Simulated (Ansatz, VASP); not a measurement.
Y in VASP and in Ansatz

File INCAR:

```
PREC = Accurate ; ENCUT = 520
EDIFF = 1E-6 ; ISMEAR = 0
SIGMA = 0.1 ; LREAL = F
LASPH = T ; NELM = 80
ALGO = Fast ; ISIF = 2
LWAVE = F ; LCHARG = F
GGA = PE ; NBANDS = 30
```

KPOINTS

```
regular mesh
0
Gamma
  18 18 6
```

File POSCAR:

```
Y
1.0
    3.5982311435      0.0000000000      0.0000000000
   -1.7991155718      3.1161595790      0.0000000000
    0.0000000000      0.0000000000     11.5835727604
Y
4
Direct
    0.0000000000      0.0000000000      0.0000000000
    0.3333333333      0.6666666667      0.2500000000
    0.0000000000      0.0000000000      0.5000000000
    0.6666666667      0.3333333333      0.7500000000
```

Input for Ansatz:

```yaml
crystal:
  lattice:
    - [3.5982311435, 0.0, 0.0]
    - [-1.7991155718, 3.116159579, 0.0]
    - [0.0, 0.0, 11.5835727604]
  atoms:
    - { symbol: "Y", position: [0.0, 0.0, 0.0] }
    - { symbol: "Y", position: [0.3333333333, 0.6666666667, 0.25] }
    - { symbol: "Y", position: [0.0, 0.0, 0.5] }
    - { symbol: "Y", position: [0.6666666667, 0.3333333333, 0.75] }
basis:
  ecutwfc: 420
kpoints:
  mp_grid: { grid: [18, 18, 6] }
hamiltonian:
  xc: pbe
scf:
  occupations: { method: gaussian, width: 0.1 }
output:
  forces: true
  stress: true
  eigenvalues: true
```

Alike in both runs: task single point; functional PBE; k mesh 18 × 18 × 6; occupations gaussian, width 0.1 eV; no spin polarisation.

|  | VASP | Ansatz |
| --- | --- | --- |
| version | VASP 6.6.1 | Ansatz 0.2.0 |
| potentials or method | VASP PAW PBE potentials, release 64 (Y_sv), cutoff 520 eV | scalar-relativistic, plane waves, PAW |
| valence electrons in the cell | 44 | 44 |

```csv
,VASP,Ansatz,Ansatz less VASP
gap on the k mesh at the Fermi level (eV),none,none,-
pressure (GPa),-0.1,0.0,+0.11
"traceless stress, the component that is largest in VASP (GPa)",-0.05,-0.05,-0.003
```

A gap of «none» marks a metal or a gap that the smearing closes. The functional is the same, so the differences come from potentials, cutoffs and numerics.
